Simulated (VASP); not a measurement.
# SiC in VASP: a series of runs, part 2 of 2

VASP 6.6.1. The steps go on from the part before.

## Step 3: Single point, PBE

File INCAR:

```
PREC = Accurate
ENCUT = 520
EDIFF = 1E-6
ISMEAR = -1
SIGMA = 0.05
LREAL = Auto
LASPH = True
NELM = 120
ALGO = Normal
ISIF = 2
LWAVE = False
LCHARG = True
GGA = PE
LELF = True
LVHAR = True
ISYM = -1
NBANDS = 46
GGA_COMPAT = False
```

File KPOINTS:

```
explicit points
1
Reciprocal
  0.25000000   0.25000000   0.25000000 1
```

File POSCAR:

```
SiC
1.0
    5.8188710000      0.1233160000     -0.1634130000
    0.1233160000      5.8466490000     -0.1286390000
   -0.1634130000     -0.1286390000      5.4181290000
Si C
8 8
Direct
    0.4003213516      0.1658136019      0.6194230165
    0.8856601263      0.9547977832      0.7153706769
    0.6052796866      0.5080211953      0.1462953185
    0.9462350348      0.7221361186      0.1744753537
    0.6398117879      0.4494797905      0.5938836441
    0.2909679411      0.2838835552      0.1542184471
    0.3642549775      0.8703873592      0.2916133518
    0.4333425174      0.7203857491      0.7894004560
    0.1058468199      0.2253264670      0.7764703494
    0.9896214633      0.4449737937      0.6359715680
    0.5862791793      1.0145581539      0.1261904960
    0.0809807369      0.6768428701      0.8018090184
    0.8529194141      0.2996786657      0.2126771962
    0.0311017263      0.4319448550      0.3185526555
    0.5825768068      0.9835751231      0.8549860559
    0.8074374922      0.0712308050      0.2753789809
```

Potentials or basis: VASP PAW PBE potentials, release 64 (Si, C).

Command:

```
$ cat potpaw_PBE.64/Si/POTCAR potpaw_PBE.64/C/POTCAR > POTCAR
$ mpirun -np 1 vasp_std > vasp.out
```

OUTCAR:

```text
PREC = Accurate
   ENCUT = 520
   EDIFF = 1E-6
   ISMEAR = -1
   LREAL = Auto
   LASPH = True
   NELM = 120
   ISIF = 2
   GGA = PE
   ISYM = -1

 ion  position               nearest neighbor table
   1  0.400  0.166  0.619-  15 1.94   9 1.97   5 2.23   7 2.43   6 2.68   8 2.80   6 3.05   2 3.06

   2  0.886  0.955  0.715-  15 1.96  12 2.00   9 2.08  16 2.52   4 2.89   1 3.06   8 3.08
   3  0.605  0.508  0.146-  13 1.88   6 2.30   4 2.39   5 2.46   8 2.49   7 2.61   5 3.02
   4  0.946  0.722  0.174-  14 1.93  12 2.21  16 2.22   3 2.39  13 2.57   7 2.65   2 2.89
   5  0.640  0.449  0.594-  10 2.04   8 2.22   1 2.23   3 2.46  13 2.57   3 3.02
   6  0.291  0.284  0.154-  14 1.95   9 2.28  11 2.29   3 2.30   7 2.57  13 2.59   1 2.68   1 3.05

   7  0.364  0.870  0.292-  11 1.87   1 2.43   6 2.57   3 2.61   4 2.65   8 2.87   8 2.88
   8  0.433  0.720  0.789-  15 1.81  12 2.08   5 2.22   3 2.49  11 2.60   1 2.80   7 2.87   7 2.88
                             2 3.08
   9  0.106  0.225  0.776-  10 1.63   1 1.97   2 2.08   6 2.28
  10  0.990  0.445  0.636-   9 1.63  12 1.68  14 1.75   5 2.04
  11  0.586  0.015  0.126-  15 1.47  16 1.52   7 1.87   6 2.29   8 2.60
  12  0.081  0.677  0.802-  10 1.68   2 2.00   8 2.08   4 2.21
  13  0.853  0.300  0.213-  14 1.40  16 1.43   3 1.88   5 2.57   4 2.57   6 2.59
  14  0.031  0.432  0.319-  13 1.40  10 1.75   4 1.93   6 1.95
  15  0.583  0.984  0.855-  11 1.47   8 1.81   1 1.94   2 1.96
  16  0.807  0.071  0.275-  13 1.43  11 1.52   4 2.22   2 2.52

IMPORTANT INFORMATION: All symmetrisations will be switched off!
NOSYMM: (Re-)initialisation of all symmetry stuff for point group C_1.

----------------------------------------------------------------------------------------

                                     Primitive cell

  volume of cell :     184.0000

  direct lattice vectors                    reciprocal lattice vectors
     5.818871000  0.123316000 -0.163413000     0.172072577 -0.003516961  0.005106279
     0.123316000  5.846649000 -0.128639000    -0.003516961  0.171199422  0.003958600
    -0.163413000 -0.128639000  5.418129000     0.005106279  0.003958600  0.184813551

  length of vectors
[... 95 lines left out ...]
   AEXX    =    0.0000 exact exchange contribution
   IVDW    =     0    specifies the selected vdW correction
   LEPSILON=     F    determine dielectric tensor
   LRPA    =     F    only Hartree local field effects (RPA)
 non-spin polarized calculation
  energy-cutoff  :      520.00
  volume of cell :      184.00
 maximum number of plane-waves:      4941
 NGX is ok and might be reduce to    48
   NGX = 21   NGY = 21   NGZ = 21

 number of electron      64.0000000 magnetization

 Free energy of the ion-electron system (eV)
  ---------------------------------------------------
  ext. energy  EPLUGINS =         0.00000000
  ---------------------------------------------------
  free energy    TOTEN  =      -105.98228366 eV

  energy without entropy =     -105.98227900  energy(sigma->0) =     -105.98228133

 E-fermi :   8.2933     XC(G=0): -11.0334

 val. band max:        7.6266819619   @ k =   0.2500   0.2500   0.2500
 cond. band min:       8.9603372319   @ k =   0.2500   0.2500   0.2500
 fundamental gap:      1.3336552701
 Fermi energy:         8.2932623281

 k-point     1 :       0.2500    0.2500    0.2500
  band No.  band energies     occupation
      1      -9.0205      2.00000
      2      -8.0017      2.00000
      3      -5.9825      2.00000
      4      -5.4905      2.00000
      5      -4.1947      2.00000
      6      -3.5226      2.00000
[... 36 lines left out ...]
     43      12.4262      0.00000
     44      12.6512      0.00000
 [bands above 44 left out]

------------------------ aborting loop because EDIFF is reached ----------------------------------------

  FORCE on cell =-STRESS in cart. coord.  units (eV):
  Direction    XX          YY          ZZ          XY          YZ          ZX
  --------------------------------------------------------------------------------------
  -------------------------------------------------------------------------------------
  Total       -8.2567181      2.8728581     -7.5225565      6.3016114      0.5763635      0.0993138
  in kB      -71.8952616     25.0153731    -65.5025591     54.8711962      5.0186772      0.8647735
  external PRESSURE =     -37.4608159 kB  Pullay stress =       0.0000000 kB

 VOLUME and BASIS-vectors are now :
 -----------------------------------------------------------------------------
  energy-cutoff  :      520.00
  volume of cell :      184.00
      direct lattice vectors                 reciprocal lattice vectors
     5.818871000  0.123316000 -0.163413000     0.172072577 -0.003516961  0.005106279
     0.123316000  5.846649000 -0.128639000    -0.003516961  0.171199422  0.003958600
    -0.163413000 -0.128639000  5.418129000     0.005106279  0.003958600  0.184813551

 POSITION                                       TOTAL-FORCE (eV/Angst)
 -----------------------------------------------------------------------------------
      2.24864      0.93914      3.26937        -2.016216     -1.455537      1.055412
      5.15438      5.59956      3.60842         2.140856      1.040896     -0.582181
      3.56079      3.02604      0.62838        -0.077299      0.241759     -0.588031
      5.56656      4.31632      0.69781         2.068972      0.646519     -0.827342
      3.68136      2.63045      3.05536         1.920484      0.878848     -0.913875
      1.70291      1.67581      0.75151        -1.580140     -0.649396     -1.492896
[... 8 lines left out ...]
      3.37151      5.71248      4.41070         1.774408      0.619815     -0.026195
      4.66216      0.48061      1.35093        -1.603372     -0.316661     -0.647522
 -----------------------------------------------------------------------------------
    total drift:                               -0.008592     -0.000634     -0.015970

  FREE ENERGIE OF THE ION-ELECTRON SYSTEM (eV)
  ---------------------------------------------------
  free  energy   TOTEN  =      -105.9822836627 eV

  energy  without entropy=     -105.9822790031  energy(sigma->0) =     -105.98228133
```

OSZICAR:

```text
N       E                     dE             d eps       ncg     rms          rms(c)
DAV:   1     0.193701498065E+03    0.19370E+03   -0.28509E+04    92   0.124E+03
DAV:   2    -0.923093207831E+02   -0.28601E+03   -0.26526E+03   114   0.214E+02
DAV:   3    -0.112947624048E+03   -0.20638E+02   -0.20204E+02   112   0.558E+01
DAV:   4    -0.113429985539E+03   -0.48236E+00   -0.47946E+00   112   0.947E+00
DAV:   5    -0.113444114689E+03   -0.14129E-01   -0.14124E-01   112   0.152E+00    0.175E+01
DAV:   6    -0.105964277750E+03    0.74798E+01   -0.20179E+01   112   0.205E+01    0.982E+00
DAV:   7    -0.106054857509E+03   -0.90580E-01   -0.55276E+00   104   0.973E+00    0.450E+00
DAV:   8    -0.105989032196E+03    0.65825E-01   -0.27918E-01   112   0.243E+00    0.201E+00
DAV:   9    -0.105981907041E+03    0.71252E-02   -0.66006E-02   112   0.122E+00    0.354E-01
DAV:  10    -0.105982084521E+03   -0.17748E-03   -0.92111E-03   112   0.447E-01    0.173E-01
DAV:  11    -0.105982252230E+03   -0.16771E-03   -0.20616E-03   112   0.189E-01    0.901E-02
DAV:  12    -0.105982265955E+03   -0.13724E-04   -0.23526E-04   120   0.774E-02    0.417E-02
DAV:  13    -0.105982283267E+03   -0.17313E-04   -0.67178E-05   104   0.379E-02    0.137E-02
DAV:  14    -0.105982283663E+03   -0.39533E-06   -0.73422E-06   112   0.129E-02
   1 F= -.10598228E+03 E0= -.10598228E+03  d E =-.465954E-05
```

Wall time 16 s (1 thread of AMD EPYC 9R45 (Zen 5), shared host); peak memory 0.23 GiB.

Results:

| Quantity | Value |
| --- | --- |
| Free energy | -105.9823 eV |
| Pressure | -3.7 GPa |
| Largest force | 3.981 eV/Å |

Forces on the atoms (eV/Å):
```
Si  -2.016 -1.456  1.055
Si   2.141  1.041 -0.582
Si  -0.077  0.242 -0.588
Si   2.069  0.647 -0.827
Si   1.920  0.879 -0.914
Si  -1.580 -0.649 -1.493
Si  -0.677 -0.100  0.813
Si  -2.934 -1.056 -0.293
C   -0.568  0.139 -0.782
C    1.322  0.051  1.600
C    0.302  0.896  0.967
C   -0.844  0.317 -1.315
C   -1.294 -2.252 -0.221
C    2.065  0.999  3.253
C    1.774  0.620 -0.026
C   -1.603 -0.317 -0.648
```

Caveat: the atoms stand as in a frame of molecular dynamics.

## Step 4: Single point, PBE

File INCAR:

```
PREC = Accurate
ENCUT = 520
EDIFF = 1E-6
ISMEAR = -1
SIGMA = 0.05
LREAL = Auto
LASPH = T
NELM = 120
ALGO = Normal
ISIF = 2
LWAVE = F
LCHARG = F
GGA = PE
NBANDS = 46
ISYM = -1
GGA_COMPAT = F
```

KPOINTS is that of step 3.

File POSCAR:

```
SiC
1.0
    5.8188710000      0.1233160000     -0.1634130000
    0.1233160000      5.8466490000     -0.1286390000
   -0.1634130000     -0.1286390000      5.4181290000
Si C
8 8
Direct
    0.4277631517      0.1576431155      0.7012570414
    0.8935063861      0.9781765583      0.6915681065
    0.5648627524      0.4701116676      0.0930940573
    1.0425755561      0.6654125329      0.1334880366
    0.6466944392      0.4538140162      0.5527408926
    0.2280282615      0.2545541054      0.1312357768
    0.3527123557      0.8793420931      0.3249842283
    0.4320997066      0.7164878791      0.7363237371
    0.0834512394      0.2321971492      0.7545153736
    0.9969921917      0.4505591795      0.6254282553
    0.6318763893      0.9297752570      0.1826743468
    0.0682969213      0.6818332329      0.7603735441
    0.7958523181      0.2927190672      0.2563683336
   -0.0078239930      0.4372114092      0.3363585282
    0.6231215166      0.9606367488      0.9014742002
    0.7875805617      0.0679081306      0.3422545931
```

Command:

```
$ cat potpaw_PBE.64/Si/POTCAR potpaw_PBE.64/C/POTCAR > POTCAR
$ mpirun -np 1 vasp_std > vasp.out
```

It took 14 s on 1 thread of AMD EPYC 9R45 (Zen 5), shared host; peak memory 0.23 GiB.

Results (log left out):

```yaml
Free_energy: -107.4603 eV
Pressure: -3.5 GPa
Largest_force: 2.192 eV/Å
```

Forces on the atoms (eV/Å):
```
Si  -1.650  0.834 -0.472
Si  -0.063  0.087 -0.764
Si  -0.704 -0.529  0.481
Si   0.691  1.630 -0.825
Si  -0.195 -1.012 -0.801
Si  -0.401  0.026 -0.253
Si  -0.016  0.803 -0.347
Si  -1.317  1.065  1.392
C    1.176 -0.093  1.165
C   -0.042  0.832  0.853
C    0.197 -0.157 -1.690
C    1.302 -0.187  0.479
C   -0.133 -0.067 -0.820
C    1.449 -1.145  0.663
C   -0.295 -0.507 -0.057
C    0.002 -1.580  0.999
```

Stress tensor (GPa, compression positive):
```
 -5.93   1.57  -1.10
  1.57   5.37   4.35
 -1.10   4.35 -10.02
```

Levels at points of the mesh, in eV from the Fermi level:
```tsv
k point	band 30	band 31	band 32	band 33	band 34	band 35
(0.25, 0.25, 0.25)	-1.94	-1.11	-0.55	0.55	0.66	1.22
```

Caveat: the atoms stand as in a frame of molecular dynamics.

## Step 5: Single point, PBE

File INCAR:

```
SYSTEM = SiC
PREC     = Accurate       ! precision mode
ENCUT    = 520            ! plane-wave cutoff, eV
EDIFF    = 1E-6           ! SCF threshold, eV
ISMEAR   = -1             ! smearing method
SIGMA    = 0.05           ! smearing width, eV
LREAL    = Auto         
LASPH    = .True.         ! aspherical terms in the spheres
NELM     = 120            ! most SCF steps
ALGO     = Normal         ! electronic algorithm
ISIF     = 2              ! what is computed and relaxed
LWAVE    = .False.        ! write WAVECAR
LCHARG   = .True.         ! write CHGCAR
GGA      = PE             ! functional
LELF     = .True.         ! ELF
LVHAR    = .True.       
NBANDS   = 46             ! bands
ISYM     = -1           
GGA_COMPAT= .False.
```

KPOINTS is that of step 4.

File POSCAR:

```
SiC
1.0
    5.8188710000      0.1233160000     -0.1634130000
    0.1233160000      5.8466490000     -0.1286390000
   -0.1634130000     -0.1286390000      5.4181290000
Si C
8 8
Direct
    0.4075963357      0.1667884678      0.7146260345
    0.8937539094      0.9622170743      0.6796978532
    0.5541602100      0.4461427000      0.1113394187
    1.0576812004      0.7124824650      0.1637443276
    0.6535130759      0.4531519551      0.5335632553
    0.1637611362      0.2579505164      0.1357869469
    0.3880327569      0.9118865237      0.3193672147
    0.4097806816      0.6886215223      0.7467397093
    0.0661552105      0.2333305536      0.7674176880
    0.9732588796      0.4662514534      0.6477583450
    0.6470664877      0.9159625151      0.1395375743
    0.0825903041      0.6853531636      0.7700937861
    0.8077124566      0.2799562515      0.2582638782
   -0.0130879755      0.4568287514      0.3423721082
    0.6040938475      0.9375326266      0.8640741200
    0.8365799469      0.0260866048      0.2962780682
```

Command:

```
$ cat potpaw_PBE.64/Si/POTCAR potpaw_PBE.64/C/POTCAR > POTCAR
$ mpirun -np 1 vasp_std > vasp.out
```

It took 15 s on 1 thread of AMD EPYC 9R45 (Zen 5), shared host; peak memory 0.23 GiB.

The run converged. Its results:

| Quantity | Value |
| --- | --- |
| Free energy | -107.7492 eV |
| Pressure | -6.7 GPa |
| Largest force | 2.007 eV/Å |

Forces in eV/Å, atoms in the order of the input:
```
Si  -0.507  0.588 -0.984
Si  -0.258  0.419 -0.954
Si  -1.251  0.200 -1.250
Si  -0.033  0.695 -0.256
Si  -0.984 -0.842  0.894
Si   1.697 -0.974 -0.447
Si  -0.917  0.304 -0.488
Si   0.616  0.655  0.414
C    0.409  0.147  0.569
C    1.403 -0.431 -0.017
C   -0.539 -0.349 -0.485
C   -0.767  0.099  1.033
C   -0.712  0.029 -0.845
C    1.024 -0.212  0.805
C    0.822  0.362  1.398
C   -0.001 -0.690  0.613
```

Stress tensor (GPa, compression positive):
```
 -3.81   4.94   0.23
  4.94  -3.96   2.39
  0.23   2.39 -12.35
```

Levels at points of the mesh, in eV from the Fermi level:
| k point | band 28 | band 29 | band 30 | band 31 | band 32 | band 33 | band 34 | band 35 | band 36 | band 37 |
| --- | --- | --- | --- | --- | --- | --- | --- | --- | --- | --- |
| (0.25, 0.25, 0.25) | -2.62 | -2.28 | -1.54 | -1.08 | -0.74 | 0.74 | 1.12 | 1.32 | 1.76 | 2.06 |

Caveat: the atoms stand as in a frame of molecular dynamics.

## Step 6: Summary

```csv
cell,smearing,pressure (GPa),largest force (eV/Å)
"as given, atomic positions A",fermi-dirac 0.1379 eV,0.7,6.10
"as given, atomic positions B",fermi-dirac 0.05 eV,-3.7,3.98
"as given, atomic positions C",fermi-dirac 0.05 eV,-3.5,2.19
"as given, atomic positions D",fermi-dirac 0.05 eV,-6.7,2.01
```

Alike in all rows: task single point; level PBE; potentials or basis VASP PAW PBE potentials, release 64 (Si, C); no spin polarisation; k mesh 1 × 1 × 1, shifted; cutoff (eV) 520.

Caveats: the atoms stand as in a frame of molecular dynamics.

Absolute energies hang on the potentials; compare differences alone.
